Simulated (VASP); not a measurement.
Write the native input for VASP 6.6.1 that does the following.

- Task: single point
- Functional: LDA
- Potentials or basis: VASP PAW LDA potentials, release 64 (Na_pv)
- Cutoff: 520 eV
- k mesh: 18 × 18 × 10
- Occupations: gaussian, width 0.15 eV
- Spin: no spin polarisation
- Dipole correction: no
- Further INCAR settings: ALGO = Fast; EDIFF = 1e-07; NBANDS = 14

The structure of Na lies in POSCAR:

```
Na
1.0
    3.5448836596      0.0000000000      0.0000000000
   -1.7724418298      3.0699593026      0.0000000000
    0.0000000000      0.0000000000      6.9493628661
Na
2
Direct
    0.3333333333      0.6666666667      0.2500000000
    0.6666666667      0.3333333333      0.7500000000
```

This cell differs from its parent crystal: ratio of the length along z to the lengths across it x 1.2, volume and fractional coordinates fixed.

One way to write it, as run:

INCAR

```
SYSTEM = Na
PREC = Accurate
ENCUT = 520
EDIFF = 1E-7
ISMEAR = 0
SIGMA = 0.15
LREAL = .False.
LASPH = .True.
NELM = 80
ALGO = Fast
ISIF = 2
LWAVE = .False.
LCHARG = .False.
GGA = CA
NBANDS = 14
```

KPOINTS

```
regular mesh
0
Gamma
  18 18 10
  0 0 0
```

Potentials or basis: VASP PAW LDA potentials, release 64 (Na_pv).

The run is started by

```bash
$ cat potpaw_LDA.64/Na_pv/POTCAR > POTCAR
$ mpirun -np 1 vasp_std > vasp.out
```

It gave:

| Property | Result |
| --- | --- |
| Pressure | -0.7 GPa |
| Band gap on the k mesh | zero (band 7 reaches 2.52 eV, above the bottom of band 8 at -2.34 eV) |

It took 3.1 min on 1 thread of Intel(R) Xeon(R) Platinum 8488C (Sapphire Rapids), with other jobs on the host, peak memory 0.28 GiB.
